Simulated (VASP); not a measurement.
Here is a VASP 6.6.1 calculation.

Contents of INCAR:

```
SYSTEM = SrO
PREC     = Accurate       ! precision mode
ENCUT    = 520            ! plane-wave cutoff, eV
EDIFF    = 1E-8           ! SCF threshold, eV
ISMEAR   = 0              ! smearing method
SIGMA    = 0.01           ! smearing width, eV
LREAL    = .False.        ! projectors in reciprocal space
LASPH    = .True.         ! aspherical terms in the spheres
NELM     = 100            ! most SCF steps
ALGO     = Normal         ! electronic algorithm
ISIF     = 2              ! what is computed and relaxed
LWAVE    = .False.        ! write WAVECAR
LCHARG   = .False.        ! write CHGCAR
GGA      = PE             ! functional
IBRION   = 8              ! ionic algorithm
NSW      = 1              ! ionic steps
```

Contents of KPOINTS:

```
Automatic mesh
0
Gamma
  3 3 3
  0 0 0
```

File POSCAR:

```
SrO
1.0
    0.0000000000      2.5663000000      2.5663000000
    2.5663000000      0.0000000000      2.5663000000
    2.5663000000      2.5663000000      0.0000000000
Sr O
1 1
Direct
    0.5000000000      0.5000000000      0.5000000000
    0.0000000000      0.0000000000      0.0000000000
```

Potentials or basis: VASP PAW PBE potentials, release 64 (Sr_sv, O).

Command:

```sh
$ cat potpaw_PBE.64/Sr_sv/POTCAR potpaw_PBE.64/O/POTCAR > POTCAR
$ mpirun -np 1 vasp_std > vasp.out
```

What does it give for the highest phonon frequency at Γ, LO-TO splitting left out?

195 cm⁻¹.

Phonon frequencies in cm⁻¹ (negative: imaginary):
```
              q point        frequencies
(0.000, 0.000, 0.000)  0 0 0 195 195 195
```

Caveat: the k points lie up to 0.71 Å⁻¹ apart; the cell wasn't relaxed at this level first, which shifts response properties.
